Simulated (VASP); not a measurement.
# SnO2 (P1) in VASP: single point with PBE

Aim: the single point of SnO2 with PBE.

Everything below comes from runs of VASP 6.6.1. Logs are shortened: lines on timing, memory, paths and dates and some standing lists are left out, and cuts for length are marked.

## 1. The cell of the first run

The typed cell holds 18 atoms: a = 5.728 Å, b = 5.728 Å, c = 7.443 Å, α = 73.13°, β = 73.13°, γ = 71.85°.

## 2. Single point, PBE (dynamics (nve) at 450 K, volume x 1.01, from the last frame before)

INCAR reads:

```
SYSTEM = SnO2
PREC = Accurate
ENCUT = 520
EDIFF = 1E-7
ISMEAR = -1
SIGMA = 0.0388
LREAL = Auto
LASPH = .TRUE.
NELM = 80
ALGO = Normal
ISIF = 2
LWAVE = .FALSE.
LCHARG = .FALSE.
GGA = PE
NBANDS = 93
```

KPOINTS reads:

```
Automatic mesh
0
Gamma
  2 2 2
  0.5 0.5 0.5
```

POSCAR reads:

```
SnO2
1.0
    0.0000000000     -4.7530888199      3.1969861243
   -4.7530888199      0.0000000000      3.1969861243
   -4.7530888199     -4.7530888199     -3.1969861243
Sn O
6 12
Direct
    0.3356818400      0.3328152830      0.6706037947
    0.6533420194      0.6751206993      0.3359363590
    0.0024191194     -0.0156592300      0.0048269056
    0.3352485134      0.3332214106      0.1593538576
    0.6748667754      0.6635137370      0.8339304030
    0.9999633312      1.0108894893      0.4940952209
    0.2325745134      0.2274580510      0.4631454963
    0.5672741867      0.5757915954      0.1282074517
    0.9128835566      0.8987929300      0.7910408401
    0.0211961495      0.6164173009      0.1641578452
    0.3571379241      0.9710458712      0.8497926041
    0.6949063254      0.3150646964      0.4963863717
    0.0967976107      0.1018499042      0.2056638106
    0.4273445134      0.4476386850      0.8728668301
    0.7704615715      0.7824983759      0.5312029322
    0.6348071855      0.0122656947      0.1596463042
    0.9779368105      0.3675082850      0.8401194740
    0.2953902434      0.6844002262      0.5070696189
```

Potentials or basis: VASP PAW PBE potentials, release 64 (Sn_d, O).

The run is started by

```
$ cat potpaw_PBE.64/Sn_d/POTCAR potpaw_PBE.64/O/POTCAR > POTCAR
$ mpirun -np 1 vasp_std > vasp.out
```

OUTCAR:

```text
SYSTEM = SnO2
   PREC = Accurate
   ENCUT = 520
   EDIFF = 1E-7
   ISMEAR = -1
   LREAL = Auto
   LASPH = .TRUE.
   NELM = 80
   ISIF = 2
   GGA = PE

 ion  position               nearest neighbor table
   1  0.336  0.333  0.671-  18 2.01  17 2.05  14 2.06  12 2.08   7 2.10  11 2.10   2 3.18   3 3.25
                             4 3.64   5 3.69   6 3.71   5 3.72   6 3.73   5 3.74
   2  0.653  0.675  0.336-  16 1.99   8 2.02  12 2.04  15 2.07  18 2.07  10 2.11   3 3.17   1 3.18
                             6 3.66   4 3.67   5 3.72   6 3.72   5 3.73   4 3.74   6 3.75
   3  0.002  0.984  0.005-  11 2.01   9 2.03  13 2.06  16 2.07  10 2.08  17 2.16   2 3.17   1 3.25
                             4 3.64   5 3.66   6 3.68   4 3.73   5 3.73   4 3.73
   4  0.335  0.333  0.159-  14 2.00  10 2.01  13 2.08  16 2.09   7 2.12   8 2.13   6 3.17   5 3.18
                             3 3.64   1 3.64   2 3.67   3 3.73   3 3.73   2 3.74
   5  0.675  0.664  0.834-  17 2.01   8 2.05  14 2.07   9 2.10  11 2.10  15 2.11   4 3.18   6 3.24
                             3 3.66   1 3.69   1 3.72   2 3.72   2 3.73   3 3.73   1 3.74
   6  1.000  0.011  0.494-  13 2.01   7 2.01  15 2.04  12 2.05   9 2.07  18 2.10   4 3.17   5 3.24
                             2 3.66   3 3.68   1 3.71   2 3.72   1 3.73   2 3.75
   7  0.233  0.227  0.463-   6 2.01   1 2.10   4 2.12
   8  0.567  0.576  0.128-   2 2.02   5 2.05   4 2.13
   9  0.913  0.899  0.791-   3 2.03   6 2.07   5 2.10
  10  0.021  0.616  0.164-   4 2.01   3 2.08   2 2.11
  11  0.357  0.971  0.850-   3 2.01   1 2.10   5 2.10
  12  0.695  0.315  0.496-   2 2.04   6 2.05   1 2.08
  13  0.097  0.102  0.206-   6 2.01   3 2.06   4 2.08
  14  0.427  0.448  0.873-   4 2.00   1 2.06   5 2.07
  15  0.770  0.782  0.531-   6 2.04   2 2.07   5 2.11
  16  0.635  0.012  0.160-   2 1.99   3 2.07   4 2.09
  17  0.978  0.368  0.840-   5 2.01   1 2.05   3 2.16
  18  0.295  0.684  0.507-   1 2.01   2 2.07   6 2.10

  LATTYP: Found a base centered monoclinic cell.
 ALAT       =     9.2772079731
 B/A-ratio  =     0.7245587996
 C/A-ratio  =     0.8023335282
 COS(beta)  =    -0.3583025898

  Lattice vectors:

 A1 = (   0.0000000000,   4.7530888199,  -3.1969861243)
 A2 = (   4.7530888199,   0.0000000000,  -3.1969861243)
 A3 = (  -4.7530888199,  -4.7530888199,  -3.1969861243)

Analysis of symmetry for initial positions (statically):
=====================================================================
 Subroutine PRICEL returns:
 Original cell was already a primitive cell.

 Routine SETGRP: Setting up the symmetry group for a
 base centered monoclinic supercell.

 Subroutine GETGRP returns: Found  1 space group operations
 (whereof  1 operations were pure point group operations)
 out of a pool of  4 trial point group operations.

The static configuration has the point symmetry C_1 .

Analysis of symmetry for dynamics (positions and initial velocities):
=====================================================================
 Subroutine PRICEL returns:
 Original cell was already a primitive cell.

 Routine SETGRP: Setting up the symmetry group for a
 base centered monoclinic supercell.

 Subroutine GETGRP returns: Found  1 space group operations
 (whereof  1 operations were pure point group operations)
 out of a pool of  4 trial point group operations.

The dynamic configuration has the point symmetry C_1 .

 Subroutine INISYM returns: Found  1 space group operations
 (whereof  1 operations are pure point group operations),
 and found     1 'primitive' translations

----------------------------------------------------------------------------------------

                                     Primitive cell

  volume of cell :     216.6775

  direct lattice vectors                    reciprocal lattice vectors
     0.000000000 -4.753088820  3.196986124     0.070129835 -0.140259669  0.104264867
    -4.753088820  0.000000000  3.196986124    -0.140259669  0.070129835  0.104264867
    -4.753088820 -4.753088820 -3.196986124    -0.070129835 -0.070129835 -0.104264867

  length of vectors
     5.728226044  5.728226044  7.443415005     0.188313916  0.188313916  0.143901181

  position of ions in fractional coordinates (direct lattice)
     0.335681840  0.332815283  0.670603795
     0.653342019  0.675120699  0.335936359
     0.002419119  0.984340770  0.004826906
     0.335248513  0.333221411  0.159353858
     0.674866775  0.663513737  0.833930403
     0.999963331  0.010889489  0.494095221
[... 10 lines left out ...]
     0.977936810  0.367508285  0.840119474
     0.295390243  0.684400226  0.507069619

  ion indices of the primitive-cell ions
   primitive index   ion index
                 1           1
                 2           2
                 3           3
                 4           4
                 5           5
                 6           6
[... 10 lines left out ...]
                17          17
                18          18

----------------------------------------------------------------------------------------

 KPOINTS: Automatic mesh

Automatic generation of k-mesh.
 Grid dimensions read from file:
 generate k-points for:    2    2    2

 Generating k-lattice:

  Cartesian coordinates                     Fractional coordinates (reciprocal lattice)
     0.035064917 -0.070129835  0.052132434     0.500000000  0.000000000  0.000000000
    -0.070129835  0.035064917  0.052132434     0.000000000  0.500000000  0.000000000
    -0.035064917 -0.035064917 -0.052132434     0.000000000  0.000000000  0.500000000

  Length of vectors
     0.094156958  0.094156958  0.071950591

  Shift w.r.t. Gamma in fractional coordinates (k-lattice)
     0.500000000  0.500000000  0.500000000

 Subroutine IBZKPT returns following result:
 ===========================================

 Found      4 irreducible k-points:

 Following reciprocal coordinates:
            Coordinates               Weight
  0.250000  0.250000  0.250000      2.000000
 -0.250000  0.250000  0.250000      2.000000
 -0.250000  0.250000 -0.250000      2.000000
 -0.250000 -0.250000  0.250000      2.000000
   k-points           NKPTS =      4   k-points in BZ     NKDIM =      4   number of bands    NBANDS=     93
   number of dos      NEDOS =    301   number of ions     NIONS =     18
   total plane-waves  NPLWV = 129024
   dimension x,y,z NGX =    48 NGY =   48 NGZ =   56
   dimension x,y,z NGXF=    96 NGYF=   96 NGZF=  112
   ions per type =               6  12
   NGX,Y,Z   is equivalent  to a cutoff of  13.93, 13.93, 12.51 a.u.
   NGXF,Y,Z  is equivalent  to a cutoff of  27.86, 27.86, 25.01 a.u.
 SYSTEM =  SnO2
   PREC   = accura    normal or accurate (medium, high low for compatibility)
   ISTART =      0    job   : 0-new  1-cont  2-samecut
   ICHARG =      2    charge: 1-file 2-atom 10-const
   ISPIN  =      1    spin polarized calculation?
   LNONCOLLINEAR =      F non collinear calculations
   LSORBIT =      F    spin-orbit coupling
   LASPH  =      T    aspherical Exc in radial PAW
   ENCUT  =  520.0 eV  38.22 Ry    6.18 a.u.  10.65 10.65 13.84*2*pi/ulx,y,z
   NELM   =     80;   NELMIN=  2; NELMDL= -5     # of ELM steps
   EDIFF  = 0.1E-06   stopping-criterion for ELM
   LREAL  =      T    real-space projection
   EDIFFG = 0.1E-05   stopping-criterion for IOM
   NSW    =      0    number of steps for IOM
   IBRION =     -1    ionic relax: 0-MD 1-quasi-New 2-CG
   NFREE  =      0    steps in history (QN), initial steepest desc. (CG)
   ISIF   =      2    stress and relaxation
   ISYM   =      2    0-nonsym 1-usesym 2-fastsym
   POTIM  = 0.5000    time-step for ionic-motion
   TEBEG  =    0.0;   TEEND  =   0.0 temperature during run
   PSTRESS=    0.0 pullay stress
   NELECT =     156.0000    total number of electrons
   NUPDOWN=      -1.0000    fix difference up-down
   EMIN   =  10.00;   EMAX   =-10.00  energy-range for DOS
   EFERMI =   0.00;   METHOD = LEGACY
   ISMEAR =    -1;   SIGMA  =   0.04  broadening in eV -4-tet -1-fermi 0-gaus
   EFERMI_NEDOS =   21; number of points for ismear=-14 and -15
   IALGO  =     38    algorithm
   IMIX   =      4    mixing-type and parameters
     AMIX     =   0.40;   BMIX     =  1.00
     AMIX_MAG =   1.60;   BMIX_MAG =  1.00
  volume/ion in A,a.u.               =      12.04        81.23
  Fermi-wavevector in a.u.,A,eV,Ry     =   1.467276  2.772749 29.291958  2.152898
  Thomas-Fermi vector in A             =   2.582913
   LORBIT       =      0    0 simple, 1 ext, 2 COOP (PROOUT), +10 PAW based schemes
   GGA     = PE    functional components
   LHFCALC =     F    Hartree Fock is set to
   AEXX    =    0.0000 exact exchange contribution
   IVDW    =     0    specifies the selected vdW correction
   LEPSILON=     F    determine dielectric tensor
   LRPA    =     F    only Hartree local field effects (RPA)
 non-spin polarized calculation
  energy-cutoff  :      520.00
  volume of cell :      216.68
 maximum number of plane-waves:      5865
 NGX is ok and might be reduce to    42
   NGX = 21   NGY = 21   NGZ = 27

 number of electron     156.0000002 magnetization

 Free energy of the ion-electron system (eV)
  ---------------------------------------------------
  ext. energy  EPLUGINS =         0.00000000
  ---------------------------------------------------
  free energy    TOTEN  =      -111.21898418 eV

  energy without entropy =     -111.21898418  energy(sigma->0) =     -111.21898418

 E-fermi :   6.7271     XC(G=0): -11.2106

 val. band max:        5.8078548595   @ k =   0.2500   0.2500   0.2500
 cond. band min:       8.6061192558   @ k =   0.2500   0.2500   0.2500
 fundamental gap:      2.7982643963
 Fermi energy:         6.7271135525

 k-point     1 :       0.2500    0.2500    0.2500
  band No.  band energies     occupation
      1     -14.9989      2.00000
      2     -14.9298      2.00000
      3     -14.7764      2.00000
      4     -14.5948      2.00000
      5     -14.5675      2.00000
      6     -14.4995      2.00000
[... 82 lines left out ...]
     89      14.8381      0.00000
     90      15.6965      0.00000

 k-point     2 :      -0.2500    0.2500    0.2500
  band No.  band energies     occupation
      1     -14.9935      2.00000
      2     -14.8986      2.00000
      3     -14.8392      2.00000
      4     -14.7438      2.00000
      5     -14.7246      2.00000
      6     -14.5319      2.00000
[... 82 lines left out ...]
     89      14.7895      0.00000
     90      15.2490      0.00000

 k-point     3 :      -0.2500    0.2500   -0.2500
  band No.  band energies     occupation
      1     -14.9941      2.00000
      2     -14.8971      2.00000
      3     -14.8321      2.00000
      4     -14.7520      2.00000
      5     -14.7292      2.00000
      6     -14.5287      2.00000
[... 82 lines left out ...]
     89      14.7276      0.00000
     90      15.2536      0.00000

 k-point     4 :      -0.2500   -0.2500    0.2500
  band No.  band energies     occupation
      1     -14.9542      2.00000
      2     -14.9000      2.00000
      3     -14.7882      2.00000
      4     -14.7519      2.00000
      5     -14.6508      2.00000
      6     -14.4720      2.00000
[... 82 lines left out ...]
     89      14.5650      0.00000
     90      14.8366      0.00000
 [bands above 90 left out]

------------------------ aborting loop because EDIFF is reached ----------------------------------------

  FORCE on cell =-STRESS in cart. coord.  units (eV):
  Direction    XX          YY          ZZ          XY          YZ          ZX
  --------------------------------------------------------------------------------------
  -------------------------------------------------------------------------------------
  Total       12.1105762     12.4061800     15.8458523     -0.0038098      0.8101211      0.3837495
  in kB       89.5491614     91.7349429    117.1688910     -0.0281705      5.9902737      2.8375564
  external PRESSURE =      99.4843318 kB  Pullay stress =       0.0000000 kB

 VOLUME and BASIS-vectors are now :
 -----------------------------------------------------------------------------
  energy-cutoff  :      520.00
  volume of cell :      216.68
      direct lattice vectors                 reciprocal lattice vectors
     0.000000000 -4.753088820  3.196986124     0.070129835 -0.140259669  0.104264867
    -4.753088820  0.000000000  3.196986124    -0.140259669  0.070129835  0.104264867
    -4.753088820 -4.753088820 -3.196986124    -0.070129835 -0.070129835 -0.104264867

 POSITION                                       TOTAL-FORCE (eV/Angst)
 -----------------------------------------------------------------------------------
     -4.76934     -4.78296     -0.00674         0.705036      0.135457     -0.612483
     -4.80564     -4.70213      3.17309         0.289453     -0.828496     -0.575928
     -4.70160     -0.03444      3.13923        -0.343806      0.117798      0.339709
     -2.34125     -2.35089      1.62764        -0.508556     -0.983230     -0.646289
     -7.11749     -7.17145      1.61272        -0.576549      0.310835      0.804430
     -2.40024     -7.10139      1.65207        -0.003198     -0.529279     -0.984027
[... 10 lines left out ...]
     -5.73996     -8.64138      1.61552         0.609773     -0.084499     -0.667112
     -5.66316     -3.81416      1.51128        -0.418908      0.372099      1.013248
 -----------------------------------------------------------------------------------
    total drift:                                0.031876     -0.001957     -0.007083

  FREE ENERGIE OF THE ION-ELECTRON SYSTEM (eV)
  ---------------------------------------------------
  free  energy   TOTEN  =      -111.2189841815 eV

  energy  without entropy=     -111.2189841814  energy(sigma->0) =     -111.21898418
```

It took 4.2 min on 1 thread of AMD EPYC 7R43 (Zen 3), shared host; peak memory 0.31 GiB.

Results:

```
Free energy            : -111.2190 eV
Pressure               : 9.9 GPa
Largest force          : 1.590 eV/Å
Band gap on the k mesh : 2.80 eV
```

Forces on the atoms (eV/Å):
```
Sn   0.705  0.135 -0.612
Sn   0.289 -0.828 -0.576
Sn  -0.344  0.118  0.340
Sn  -0.509 -0.983 -0.646
Sn  -0.577  0.311  0.804
Sn  -0.003 -0.529 -0.984
O   -0.160 -0.520  0.687
O    0.807  0.613 -1.035
O   -0.041  0.493 -0.402
O   -1.007  0.313  0.440
O    0.530 -0.360  1.201
O   -0.065 -0.171 -0.641
O    0.602  0.268  0.263
O    0.593  0.024  0.627
O    0.051  0.261 -0.847
O   -1.064  0.569  1.036
O    0.610 -0.084 -0.667
O   -0.419  0.372  1.013
```

Caveat: the k points lie up to 0.59 Å⁻¹ apart; spin-orbit coupling is left out, which moves the levels of the heavy elements; forces of over 1 eV/Å act on the atoms, so gaps and moduli don't describe the material at rest. A k mesh can miss the band edges.
